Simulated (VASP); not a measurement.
TlCl:

```
Tl Cl
1.0
     3.90054    0.00000    0.00000
     0.00000    3.90054    0.00000
     0.00000    0.00000    3.90054
Tl Cl
1 1
Direct
  0.00000 0.00000 0.00000
  0.50000 0.50000 0.50000
```

Base run:

| Quantity | Value |
| --- | --- |
| Program | VASP 6.6.1 |
| Functional | r2SCAN |
| Potentials or basis | VASP PAW PBE potentials, release 64 (Tl_d, Cl) |
| Cutoff | 550 eV |
| k mesh | 8 × 8 × 8 |
| Occupations | gaussian, width 0.02 eV |
| Spin | no spin polarisation |

Its results: band gap on the k mesh 2.63 eV; pressure -1.3 GPa.

Task: The run is repeated on the same cell with these changes: functional from r2SCAN to PBE; cutoff from 550 eV to 500 eV. What comes out?

Result: Band gap on the k mesh 2.21 eV; pressure -0.1 GPa.

Caveats: spin-orbit coupling is left out, which moves the levels of the heavy elements; the PAW data sets were made with another functional, which shifts forces and pressure a little (at least some runs).

A k mesh can miss the band edges.
